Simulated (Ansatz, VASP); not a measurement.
One calculation of TaI, two programs

```
Ta I
1.0
     5.94930    0.00000    0.00000
    -2.97465    5.15224    0.00000
     0.00000    0.00000    5.07920
Ta I
3 3
Cartesian
  2.9746 0.0000 0.0000
  1.4873 2.5761 0.0000
  -1.4873 2.5761 0.0000
  0.0000 0.0000 0.0000
  0.0000 3.4348 2.5396
  2.9746 1.7174 2.5396
```

Alike in both runs: functional PBE; k mesh 3 × 3 × 4; occupations gaussian, width 0.1 eV; no spin polarisation.

Ansatz relaxed the structure, and its values are those at the end. VASP's run is a single point on that final structure, the one shown.

```csv
,VASP,Ansatz
version,VASP 6.6.1,Ansatz 0.2.0
potentials or method,"VASP PAW PBE potentials, release 64 (Ta_pv, I), cutoff 520 eV","scalar-relativistic, plane waves, PAW"
valence electrons in the cell,54,90
```

```tsv
	VASP	Ansatz	Ansatz less VASP
gap on the k mesh at the Fermi level (eV)	none	none	-
pressure (GPa)	0.0	0.0	+0.02
```

A gap of «none» marks a metal or a gap that the smearing closes. With one functional, cell and mesh, what is left measures potentials, basis and numerics. VASP's potentials hold 54 valence electrons a cell and Ansatz's 90, so a difference there can come from the potentials and not from the codes.

The k mesh is coarse, so the values compare programs but aren't converged. Spin-orbit coupling is off throughout.
